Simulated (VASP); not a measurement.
# Sc (R-3m) in VASP: further runs

The runs below take Sc through relaxation of cell and atoms, single point, with r2SCAN.

All numbers are computed with VASP 6.6.1; they aren't measurements. Logs are shortened: lines on timing, memory, paths and dates and some standing lists are left out, and cuts for length are marked.

## (1) The cell of the first run

It takes space group R-3m (No. 166, trigonal). Conventional cell: a = 4.023 Å, b = 4.023 Å, c = 11.191 Å, α = 90.00°, β = 90.00°, γ = 120.00°. Within 3.6 Å of Sc (site symmetry 3m) lie 6 Sc at 2.69 to 3.32 Å.

## (2) Relaxation of cell and atoms, r2SCAN

POSCAR

```
Sc
1.0
    2.0115675134      1.1613790454      3.7302107806
   -2.0115675134      1.1613790454      3.7302107806
    0.0000000000     -2.3227580907      3.7302107806
Sc
2
Direct
    0.2275400000      0.2275400000      0.2275400000
    0.7724600000      0.7724600000      0.7724600000
```

INCAR.step1

```
SYSTEM = Sc
ALGO     = Normal         ! electronic algorithm
EDIFF    = 1E-4           ! SCF threshold, eV
ENCUT    = 600            ! plane-wave cutoff, eV
GGA      = PE             ! functional
ISMEAR   = 0              ! smearing method
LASPH    = .True.         ! aspherical terms in the spheres
LCHARG   = .False.        ! write CHGCAR
LREAL    = .False.        ! projectors in reciprocal space
LWAVE    = .True.         ! write WAVECAR
NELM     = 100            ! most SCF steps
PREC     = Accurate       ! precision mode
SIGMA    = 0.1            ! smearing width, eV
```

INCAR.step2

```
SYSTEM = Sc
ALGO     = Normal         ! electronic algorithm
EDIFF    = 1E-6           ! SCF threshold, eV
EDIFFG   = -0.04          ! ionic threshold
ENCUT    = 600            ! plane-wave cutoff, eV
IBRION   = 2              ! ionic algorithm
ISIF     = 3              ! what is computed and relaxed
ISMEAR   = 0              ! smearing method
ISTART   = 1            
LASPH    = .True.         ! aspherical terms in the spheres
LCHARG   = .False.        ! write CHGCAR
LMIXTAU  = .True.       
LREAL    = .False.        ! projectors in reciprocal space
LWAVE    = .False.        ! write WAVECAR
METAGGA  = R2SCAN         ! meta-GGA
NELM     = 100            ! most SCF steps
NSW      = 90             ! ionic steps
PREC     = Accurate       ! precision mode
SIGMA    = 0.1            ! smearing width, eV
```

KPOINTS

```
k-points
0
Gamma
  6 6 6
  0 0 0
```

Potentials or basis: VASP PAW PBE potentials, release 64 (Sc_sv).

Launch:

```console
$ cat potpaw_PBE.64/Sc_sv/POTCAR > POTCAR
$ cp INCAR.step1 INCAR
$ mpirun -np 1 vasp_std > vasp.out
$ cp INCAR.step2 INCAR
$ mpirun -np 1 vasp_std > vasp.out
```

OUTCAR:

```text
SYSTEM = Sc
   EDIFF = 1E-6
   EDIFFG = -0.04
   ENCUT = 600
   IBRION = 2
   ISIF = 3
   ISMEAR = 0
   ISTART = 1
   LASPH = .True.
   LREAL = .False.
   METAGGA = R2SCAN
   NELM = 100
   NSW = 90
   PREC = Accurate

 ion  position               nearest neighbor table
   1  0.228  0.228  0.228-   2 2.69   2 2.69   2 2.69   2 3.32   2 3.32   2 3.32
   2  0.772  0.772  0.772-   1 2.69   1 2.69   1 2.69   1 3.32   1 3.32   1 3.32

  LATTYP: Found a trigonal (rhomboedric) cell.
 ALAT       =     4.3942778264
 COS(alpha) =     0.5808936906

  Lattice vectors:

 A1 = (   2.0115675134,   1.1613790454,   3.7302107806)
 A2 = (  -2.0115675134,   1.1613790454,   3.7302107806)
 A3 = (   0.0000000000,  -2.3227580907,   3.7302107806)

Analysis of symmetry for initial positions (statically):
=====================================================================
 Subroutine PRICEL returns:
 Original cell was already a primitive cell.

 Routine SETGRP: Setting up the symmetry group for a
 trigonal (rhombohedral) supercell.

 Subroutine GETGRP returns: Found 12 space group operations
 (whereof 12 operations were pure point group operations)
 out of a pool of 12 trial point group operations.

The static configuration has the point symmetry D_3d.

Analysis of symmetry for dynamics (positions and initial velocities):
=====================================================================
 Subroutine PRICEL returns:
 Original cell was already a primitive cell.

 Routine SETGRP: Setting up the symmetry group for a
 trigonal (rhombohedral) supercell.

 Subroutine GETGRP returns: Found 12 space group operations
 (whereof 12 operations were pure point group operations)
 out of a pool of 12 trial point group operations.

The dynamic configuration has the point symmetry D_3d.

 Subroutine INISYM returns: Found 12 space group operations
 (whereof 12 operations are pure point group operations),
 and found     1 'primitive' translations

----------------------------------------------------------------------------------------

                                     Primitive cell

  volume of cell :      52.2869

  direct lattice vectors                    reciprocal lattice vectors
     2.011567513  1.161379045  3.730210781     0.248562376  0.143507555  0.089360455
    -2.011567513  1.161379045  3.730210781    -0.248562376  0.143507555  0.089360455
     0.000000000 -2.322758091  3.730210781     0.000000000 -0.287015109  0.089360455

  length of vectors
     4.394277826  4.394277826  4.394277826     0.300604331  0.300604331  0.300604331

  position of ions in fractional coordinates (direct lattice)
     0.227540000  0.227540000  0.227540000
     0.772460000  0.772460000  0.772460000

  ion indices of the primitive-cell ions
   primitive index   ion index
                 1           1
                 2           2

----------------------------------------------------------------------------------------

 KPOINTS: k-points

Automatic generation of k-mesh.
 Grid dimensions read from file:
 generate k-points for:    6    6    6

 Generating k-lattice:

  Cartesian coordinates                     Fractional coordinates (reciprocal lattice)
     0.041427063  0.023917926  0.014893409     0.166666667 -0.000000000  0.000000000
    -0.041427063  0.023917926  0.014893409    -0.000000000  0.166666667  0.000000000
     0.000000000 -0.047835852  0.014893409     0.000000000  0.000000000  0.166666667

  Length of vectors
     0.050100722  0.050100722  0.050100722

  Shift w.r.t. Gamma in fractional coordinates (k-lattice)
     0.000000000  0.000000000  0.000000000

 Subroutine IBZKPT returns following result:
 ===========================================

 Found     32 irreducible k-points:

 Following reciprocal coordinates:
            Coordinates               Weight
  0.000000  0.000000  0.000000      1.000000
  0.166667  0.000000  0.000000      6.000000
  0.333333  0.000000  0.000000      6.000000
  0.500000 -0.000000  0.000000      3.000000
  0.166667  0.166667  0.000000      6.000000
  0.333333  0.166667  0.000000     12.000000
[... 16 lines left out ...]
  0.500000  0.500000  0.166667      6.000000
 -0.333333  0.500000  0.166667     12.000000
 [... further k-points ...]
   k-points           NKPTS =     32   k-points in BZ     NKDIM =     32   number of bands    NBANDS=     15
   number of dos      NEDOS =    301   number of ions     NIONS =      2
   total plane-waves  NPLWV =  46656
   dimension x,y,z NGX =    36 NGY =   36 NGZ =   36
   dimension x,y,z NGXF=    72 NGYF=   72 NGZF=   72
   ions per type =               2
   NGX,Y,Z   is equivalent  to a cutoff of  13.62, 13.62, 13.62 a.u.
   NGXF,Y,Z  is equivalent  to a cutoff of  27.24, 27.24, 27.24 a.u.
 SYSTEM =  Sc
   PREC   = accura    normal or accurate (medium, high low for compatibility)
   ISTART =      1    job   : 0-new  1-cont  2-samecut
   ICHARG =      0    charge: 1-file 2-atom 10-const
   ISPIN  =      1    spin polarized calculation?
   LNONCOLLINEAR =      F non collinear calculations
   LSORBIT =      F    spin-orbit coupling
   LASPH  =      T    aspherical Exc in radial PAW
   ENCUT  =  600.0 eV  44.10 Ry    6.64 a.u.   8.78  8.78  8.78*2*pi/ulx,y,z
   NELM   =    100;   NELMIN=  2; NELMDL=  0     # of ELM steps
   EDIFF  = 0.1E-05   stopping-criterion for ELM
   LREAL  =      F    real-space projection
   EDIFFG = -.4E-01   stopping-criterion for IOM
   NSW    =     90    number of steps for IOM
   IBRION =      2    ionic relax: 0-MD 1-quasi-New 2-CG
   NFREE  =      1    steps in history (QN), initial steepest desc. (CG)
   ISIF   =      3    stress and relaxation
   ISYM   =      2    0-nonsym 1-usesym 2-fastsym
   POTIM  = 0.5000    time-step for ionic-motion
   TEBEG  =    0.0;   TEEND  =   0.0 temperature during run
   PSTRESS=    0.0 pullay stress
   NELECT =      22.0000    total number of electrons
   NUPDOWN=      -1.0000    fix difference up-down
   EMIN   =  10.00;   EMAX   =-10.00  energy-range for DOS
   EFERMI =   0.00;   METHOD = LEGACY
   ISMEAR =     0;   SIGMA  =   0.10  broadening in eV -4-tet -1-fermi 0-gaus
   EFERMI_NEDOS =   21; number of points for ismear=-14 and -15
   IALGO  =     38    algorithm
   IMIX   =      4    mixing-type and parameters
     AMIX     =   0.40;   BMIX     =  1.00
     AMIX_MAG =   1.60;   BMIX_MAG =  1.00
  volume/ion in A,a.u.               =      26.14       176.42
  Fermi-wavevector in a.u.,A,eV,Ry     =   1.226737  2.318196 20.475171  1.504883
  Thomas-Fermi vector in A             =   2.361726
   LORBIT       =      0    0 simple, 1 ext, 2 COOP (PROOUT), +10 PAW based schemes
   METAGGA = R2SCAN    functional components
   LHFCALC =     F    Hartree Fock is set to
   AEXX    =    0.0000 exact exchange contribution
   IVDW    =     0    specifies the selected vdW correction
   LEPSILON=     F    determine dielectric tensor
   LRPA    =     F    only Hartree local field effects (RPA)
 conjugate gradient relaxation of ions
 non-spin polarized calculation
 Gauss-broadening in eV      SIGMA  =   0.10
  energy-cutoff  :      600.00
  volume of cell :       52.29
 maximum number of plane-waves:      1764
   NGX = 17   NGY = 17   NGZ = 17

--------------------------------------- Ionic step        1  -------------------------------------------

 number of electron      22.0000000 magnetization

 Free energy of the ion-electron system (eV)
  ---------------------------------------------------
  ext. energy  EPLUGINS =         0.00000000
  ---------------------------------------------------
  free energy    TOTEN  =       -20.46732057 eV

  energy without entropy =      -20.43483704  energy(sigma->0) =      -20.45107881

------------------------ aborting loop because EDIFF is reached ----------------------------------------

  FORCE on cell =-STRESS in cart. coord.  units (eV):
  Direction    XX          YY          ZZ          XY          YZ          ZX
  --------------------------------------------------------------------------------------
  -------------------------------------------------------------------------------------
  Total        0.1126835      0.1126835     -0.9671487      0.0000000     -0.0000000      0.0000000
  in kB        3.4528488      3.4528488    -29.6353871      0.0000000     -0.0000000      0.0000000
  external PRESSURE =      -7.5765632 kB  Pullay stress =       0.0000000 kB
[... 959 lines left out ...]
      1     -48.0273      2.00000
      2     -48.0042      2.00000
      3     -25.9162      2.00000
      4     -25.8860      2.00000
      5     -25.7424      2.00000
      6     -25.6521      2.00000
      7     -25.6091      2.00000
      8     -25.5684      2.00000
      9       2.0162      2.00000
     10       2.2321      2.00000
     11       3.1472      1.99863
     12       3.3337      1.42648
     13       4.4511      0.00000
     14       4.9210      0.00000
     15       5.5319      0.00000

 [... further k-points ...]

[... ionic steps 4 to 27 ...]

--------------------------------------- Ionic step       28  -------------------------------------------

 number of electron      21.9999995 magnetization

------------------------ aborting loop because EDIFF is reached ----------------------------------------

  FORCE on cell =-STRESS in cart. coord.  units (eV):
  Direction    XX          YY          ZZ          XY          YZ          ZX
  --------------------------------------------------------------------------------------
  -------------------------------------------------------------------------------------
  Total        0.0744710      0.0744710      0.1217957      0.0000000      0.0000000      0.0000000
  in kB        2.3834064      2.3834064      3.8980101      0.0000000      0.0000000      0.0000000
  external PRESSURE =       2.8882743 kB  Pullay stress =       0.0000000 kB
[... 57 lines left out ...]
  energy  without entropy=      -22.5904698879  energy(sigma->0) =      -22.59827226

--------------------------------------- Ionic step       30  -------------------------------------------

 number of electron      21.9999996 magnetization

 Free energy of the ion-electron system (eV)
  ---------------------------------------------------
  ext. energy  EPLUGINS =         0.00000000
  ---------------------------------------------------
  free energy    TOTEN  =       -22.60636109 eV

  energy without entropy =      -22.59073024  energy(sigma->0) =      -22.59854566

 E-fermi :   3.6501     XC(G=0): -10.5250

 val. band max:        3.6381618107   @ k =   0.5000   0.3333   0.0000
 cond. band min:       3.6624650913   @ k =   0.5000   0.5000   0.0000
 fundamental gap:      0.0243032806
 Fermi energy:         3.6500616737

 k-point     1 :       0.0000    0.0000    0.0000
  band No.  band energies     occupation
      1     -47.9627      2.00000
      2     -47.9053      2.00000
      3     -25.7934      2.00000
      4     -25.4594      2.00000
      5     -25.4594      2.00000
      6     -25.4088      2.00000
      7     -25.4088      2.00000
      8     -25.4074      2.00000
      9      -1.8750      2.00000
     10       1.8540      2.00000
     11       3.6874      0.59715
     12       5.3031      0.00000
[... 446 lines left out ...]
  FREE ENERGIE OF THE ION-ELECTRON SYSTEM (eV)
  ---------------------------------------------------
  free  energy   TOTEN  =       -22.6063610898 eV

  energy  without entropy=      -22.5907302369  energy(sigma->0) =      -22.59854566

 reached required accuracy - stopping structural energy minimisation
```

Wall time 47 min (1 thread of Intel Xeon Platinum 8259CL at 2.50GHz (Skylake/Cascade Lake), shared host); peak memory 0.25 GiB.

What came out:

```yaml
Free_energy: -22.6064 eV
Relaxed_volume: 25.16 Å³/atom
Relaxed_cell: a = 5.689 Å, b = 5.689 Å, c = 5.689 Å, α = 33.64°, β = 33.64°, γ = 33.64°
Space_group_after_relaxing_to_0.05_Å: Fm-3m (No. 225)
Energy_gained_by_relaxing: 1069.5 meV/atom
Ionic_steps: 30
Pressure_after_relaxing: 0.0 GPa
Largest_force_after_relaxing: 0.019 eV/Å
Band_gap_on_the_k_mesh: zero (band 11 reaches 4.49 eV, above the bottom of band 12 at 3.36 eV)
```

Forces in eV/Å, atoms in the order of the input:
```
Sc   0.000  0.000  0.019
Sc   0.000  0.000 -0.019
```

Step by step:
| step | energy change (eV) | largest force (eV/Å) | pressure (GPa) | volume (Å³) |
| --- | --- | --- | --- | --- |
| 1 | 0.0000 | 2.2366 | -0.76 | 52.29 |
| 2 | -0.4333 | 1.6639 | 0.53 | 51.35 |
| 3 | -0.6434 | 0.0813 | 1.53 | 50.16 |
| 4 | -0.6437 | 0.1475 | 1.50 | 50.20 |
| 5 | -0.6862 | 0.1216 | -0.15 | 52.23 |
| 6 | -0.7127 | 0.6052 | -2.65 | 55.91 |
| 7 | -0.7270 | 0.6482 | -2.85 | 56.21 |
| 8 | -0.7783 | 0.7884 | -3.30 | 57.08 |
| 9 | -0.9220 | 1.0505 | -4.15 | 58.69 |
| 10 | -1.2044 | 1.2015 | -5.98 | 61.47 |
| 11 | -1.4510 | 0.6911 | -7.11 | 65.27 |
| 12 | -1.5373 | 0.4890 | -6.88 | 64.67 |
| 13 | -1.5665 | 0.3570 | -6.69 | 64.23 |
| 14 | -1.5637 | 0.1637 | -6.16 | 63.18 |
| 15 | -1.5742 | 0.2987 | -6.58 | 63.98 |
| 16 | -1.6622 | 0.4340 | -5.65 | 61.77 |
| 17 | -1.8232 | 0.8465 | -2.33 | 55.91 |
| 18 | -1.6711 | 1.6957 | 8.93 | 45.27 |
| 19 | -1.8488 | 1.0955 | 0.22 | 52.73 |
| 20 | -1.8903 | 1.0126 | 0.40 | 52.10 |
| 21 | -1.9878 | 0.7906 | 1.27 | 50.22 |
| 22 | -2.0418 | 0.2172 | 4.46 | 46.60 |
| 23 | -2.0502 | 0.4353 | 3.24 | 47.66 |
| 24 | -2.1087 | 0.1969 | 1.49 | 48.88 |
| 25 | -2.1321 | 0.1322 | -0.24 | 50.50 |
| 26 | -2.1324 | 0.0975 | -0.10 | 50.34 |
| 27 | -2.1367 | 0.0728 | 0.07 | 50.23 |
| 28 | -2.1387 | 0.0313 | 0.29 | 50.06 |
| 29 | -2.1388 | 0.0345 | 0.26 | 50.07 |
| 30 | -2.1390 | 0.0194 | 0.03 | 50.33 |

Final structure:
```
Sc
1.0
     1.64609    0.95037    5.36195
    -1.64609    0.95037    5.36195
     0.00000   -1.90074    5.36195
Sc
2
Cartesian
  0.0000 0.0000 4.0188
  0.0000 0.0000 12.0671
```

Levels at points of the mesh, in eV from the Fermi level:
```tsv
k point	band 9	band 10	band 11	band 12	band 13	band 14
(0.00, 0.00, 0.00)	-5.53	-1.80	0.04	1.65	1.65	1.76
(0.50, 0.00, 0.00)	-1.32	-1.31	-0.26	-0.26	0.94	0.95
(0.50, 0.50, 0.00)	-1.80	-1.53	-0.55	0.01	1.65	1.67
(0.50, 0.50, 0.50)	-4.01	-4.01	0.84	0.86	1.98	1.98
```

Caveat: the PAW data sets were made with another functional, which shifts forces and pressure a little.

[end of part 1 of 2]
